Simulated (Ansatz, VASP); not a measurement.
**SiMo3 in VASP and in Ansatz**

The input INCAR:

```
PREC = Accurate
ENCUT = 520
EDIFF = 1E-6
ISMEAR = 0
SIGMA = 0.15
LREAL = False
LASPH = True
NELM = 80
ALGO = Fast
ISIF = 2
LWAVE = False
LCHARG = True
GGA = PE
LELF = True
LVHAR = True
NBANDS = 56
```

KPOINTS

```
Automatic mesh
0
Gamma
  8 8 8
```

POSCAR

```
SiMo3
1.0
    4.9064535172      0.0000000000      0.0000000000
    0.0000000000      4.9064535172      0.0000000000
    0.0000000000      0.0000000000      4.9064535172
Si Mo
2 6
Direct
    0.0000000000      0.0000000000      0.0489151684
    0.5000000000      0.5000000000      0.5000000000
    0.2500000000      0.0000000000      0.5000000000
    0.5000000000      0.7500000000      0.0000000000
    0.7500000000      0.0000000000      0.5000000000
    0.5000000000      0.2500000000      0.0000000000
    0.0000000000      0.5000000000      0.7500000000
    0.0000000000      0.5000000000      0.2500000000
```

Input for Ansatz:

```yaml
crystal:
  lattice:
    - [4.9064535172, 0.0, 0.0]
    - [0.0, 4.9064535172, 0.0]
    - [0.0, 0.0, 4.9064535172]
  atoms:
    - { symbol: Si, position: [0.0, 0.0, 0.0489151684] }
    - { symbol: Si, position: [0.5, 0.5, 0.5] }
    - { symbol: Mo, position: [0.25, 0.0, 0.5] }
    - { symbol: Mo, position: [0.5, 0.75, 0.0] }
    - { symbol: Mo, position: [0.75, 0.0, 0.5] }
    - { symbol: Mo, position: [0.5, 0.25, 0.0] }
    - { symbol: Mo, position: [0.0, 0.5, 0.75] }
    - { symbol: Mo, position: [0.0, 0.5, 0.25] }
basis:
  ecutwfc: 420
kpoints:
  mp_grid: { grid: [8, 8, 8] }
hamiltonian:
  xc: pbe
scf:
  occupations: { method: gaussian, width: 0.15 }
output:
  forces: true
  stress: true
  eigenvalues: true
  write_density: true
  write_potential: true
  elf: true
  volumetric_format: npy
```

Alike in both runs: task single point; functional PBE; k mesh 8 × 8 × 8; occupations gaussian, width 0.15 eV; no spin polarisation.

|  | VASP | Ansatz |
| --- | --- | --- |
| version | VASP 6.6.1 | Ansatz 0.2.0 |
| potentials or method | VASP PAW PBE potentials, release 64 (Si, Mo_sv), cutoff 520 eV | scalar-relativistic, plane waves, PAW |
| valence electrons in the cell | 92 | 92 |

```csv
,VASP,Ansatz,Ansatz less VASP
gap on the k mesh at the Fermi level (eV),none,none,-
pressure (GPa),1.7,1.3,-0.45
"traceless stress, the component that is largest in VASP (GPa)",1.22,1.22,-0.003
rms of the force components (eV/Å),0.569,0.567,-0.0016
```

Atom by atom the forces differ by 0.002 eV/Å (rms over components). A gap of «none» marks a metal or a gap that the smearing closes. With one functional, cell and mesh, what is left measures potentials, basis and numerics.
